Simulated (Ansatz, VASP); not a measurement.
# One calculation of InSb, two programs

The input INCAR:

```
SYSTEM = InSb
ALGO = Normal
EDIFF = 1E-6
ENCUT = 520
GGA = PE
ISIF = 2
ISMEAR = 0
LASPH = .TRUE.
LCHARG = .TRUE.
LELF = .TRUE.
LREAL = .FALSE.
LVHAR = .TRUE.
LWAVE = .FALSE.
NBANDS = 16
NELM = 80
PREC = Accurate
SIGMA = 0.15
```

Contents of KPOINTS:

```
k-points
0
G
  12 12 12
  0 0 0
```

The input POSCAR:

```
InSb
1.0
    0.0000000000      3.3365744207      3.2289429878
    2.6600339852      0.0000000000      3.2289429878
    2.6600339852      3.3365744207      0.0000000000
In Sb
1 1
Direct
    0.0000000000      0.0000000000      0.0000000000
    0.5000000000      0.5000000000      0.5000000000
```

Input for Ansatz:

```yaml
crystal:
  lattice:
    - [0.0, 3.3365744207, 3.2289429878]
    - [2.6600339852, 0.0, 3.2289429878]
    - [2.6600339852, 3.3365744207, 0.0]
  atoms:
    - { symbol: In, position: [0.0, 0.0, 0.0] }
    - { symbol: Sb, position: [0.5, 0.5, 0.5] }
basis:
  ecutwfc: 420
kpoints:
  mp_grid: { grid: [12, 12, 12] }
hamiltonian:
  xc: pbe
  pseudopotentials: { kind: paw, azcp: { folder: soft_1 } }
scf:
  occupations: { method: gaussian, width: 0.15 }
output:
  forces: true
  stress: true
  eigenvalues: true
```

Change from the starting cell: strain +e along x and -e along y -0.1100, strain +e along z and -e/2 along x and y +0.0500.

Alike in both runs: task single point; functional PBE; k mesh 12 × 12 × 12; occupations gaussian, width 0.15 eV; no spin polarisation.

```csv
,VASP,Ansatz
version,VASP 6.6.1,Ansatz 0.2.0
potentials or method,"VASP PAW PBE potentials, release 64 (In_d, Sb), cutoff 520 eV","scalar-relativistic, plane waves, PAW"
valence electrons in the cell,18,28
```

Ansatz gave:

| Item | Value |
| --- | --- |
| gap on the k mesh at the Fermi level (eV) | none |
| pressure (GPa) | 6.6 |
| traceless stress, the component that is largest in VASP (GPa) | 18.53 |

Task: Which values does VASP return?

Result: gap on the k mesh at the Fermi level (eV): none; pressure (GPa): 6.5; traceless stress, the component that is largest in VASP (GPa): 18.46.

A gap of «none» marks a metal or a gap that the smearing closes. With one functional, cell and mesh, what is left measures potentials, basis and numerics. VASP's potentials hold 18 valence electrons a cell and Ansatz's 28, so a difference there can come from the potentials and not from the codes.

Neither program's run includes spin-orbit coupling.
